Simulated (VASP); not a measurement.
## C: single point with PBE+D3(BJ)

Slab: C, a slab with vacuum.

```xyz
2
Lattice="2.6140 0.0000 0.0000 -1.3070 2.2638 0.0000 0.0000 0.0000 26.0024" Properties=species:S:1:pos:R:3 pbc="T T T"
C     1.3070    0.7546   13.2867
C     0.0000    1.5092   12.7157
```

* Program: VASP 6.6.1
* Task: single point
* Functional: PBE
* Dispersion: D3(BJ)
* Potentials or basis: VASP PAW PBE potentials, release 64 (C)
* Cutoff: 520 eV
* k mesh: 21 × 21 × 1
* Occupations: gaussian, width 0.1 eV
* Spin: no spin polarisation
* Dipole correction: yes
* Further INCAR settings: ALGO = Normal; EDIFF = 1e-06; NBANDS = 11

- Largest force: 8.913 eV/Å
- Band gap on the k mesh: zero (filled and empty bands touch)
- Dispersion energy per atom: -0.082 eV

Forces on the atoms (eV/Å):
```
C    0.000  0.000 -8.913
C    0.000  0.000  8.913
```

Levels at points of the mesh, in eV from the Fermi level:
```
           k point  band 1  band 2  band 3  band 4  band 5  band 6  band 7  band 8
(0.00, 0.00, 0.00)  -16.59   -5.71   -0.38   -0.38    2.25    5.15    5.35    5.77
```

Wall time 55 s on 1 thread of Intel(R) Xeon(R) 6975P-C (Granite Rapids), with other jobs on the host, peak memory 0.28 GiB.
